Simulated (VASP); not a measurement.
Crystal: I.

```
I
1.0
     5.03441    0.00000    0.00000
    -2.51721    4.35993    0.00000
     0.00000    0.00000    8.30678
I
4
Direct
  0.33333 0.66667 0.43750
  0.66667 0.33333 0.93750
  0.66667 0.33333 0.56250
  0.33333 0.66667 0.06250
```

| Property | Result |
| --- | --- |
| Program | VASP 6.6.1 |
| Task | relaxation of cell and atoms |
| Functional | PBEsol |
| Potentials or basis | VASP PAW PBE potentials, release 64 (I) |
| Cutoff | 600 eV |
| k mesh | 6 × 6 × 2 |
| Occupations | gaussian, width 0.1 eV |
| Spin | no spin polarisation |

At the start: pressure 4.3 GPa; volume 45.58 Å³/atom.

**Question.** How do energy, volume and symmetry change on relaxing?

**Answer.** Over 89 steps the energy falls by 542.9 meV/atom and the volume is 44.68 Å³/atom (-2.0 %); space group P6_3/mmc (No. 194, to 0.1 Å) before and after.

Step by step:
```tsv
step	energy change (eV)	largest force (eV/Å)	pressure (GPa)	volume (Å³)
1	0.0000	0.1332	4.25	182.33
4	-0.4260	0.1124	-0.01	220.59
7	-0.5254	0.7710	0.23	219.88
10	-0.8145	0.7144	1.35	218.45
13	-0.8553	0.2985	2.53	217.68
16	-0.8564	0.2623	2.63	217.74
19	-0.8608	0.2182	2.76	218.03
22	-0.9018	0.2315	2.71	220.26
25	-1.1895	0.1942	2.42	238.69
28	-1.5690	0.2895	0.72	289.93
31	-1.6231	0.2736	-0.12	312.91
34	-1.6416	0.0666	-0.02	323.11
37	-1.6487	0.0623	0.01	333.42
40	-1.6558	0.0717	-0.17	342.29
43	-1.6643	0.4426	0.16	344.99
46	-1.6734	0.2276	-0.01	344.76
49	-1.6836	0.0760	-0.20	345.94
52	-1.7123	0.0510	-0.33	329.50
55	-1.7766	0.8067	0.09	215.32
58	-1.8353	0.4990	-0.57	249.81
61	-1.8493	0.3043	0.19	229.19
64	-1.8681	0.2868	-0.04	234.73
67	-1.9300	0.6827	0.75	226.83
70	-1.9530	0.4240	0.41	228.21
73	-2.0050	0.0683	-0.78	224.45
76	-2.0307	0.1295	-0.55	222.01
79	-2.1522	0.2760	-0.80	184.06
82	-2.1696	0.0990	0.02	176.27
85	-2.1701	0.0908	0.00	176.63
88	-2.1711	0.0056	-0.14	179.39
89	-2.1714	0.0126	-0.04	178.74
```

Final structure:
```
CELL_PARAMETERS angstrom
4.41229 0.00000 0.00000
-2.20614 3.82115 0.00000
0.00000 0.00000 10.60116
ATOMIC_POSITIONS crystal
I 0.33333 0.66667 0.37905
I 0.66667 0.33333 0.87905
I 0.66667 0.33333 0.62095
I 0.33333 0.66667 0.12095
```

Caveat: the k points lie up to 0.30 Å⁻¹ apart in the final cell; a cell axis changed by over 15 % at a fixed basis, so the end point is rough; the PAW data sets were made with another functional, which shifts forces and pressure a little.
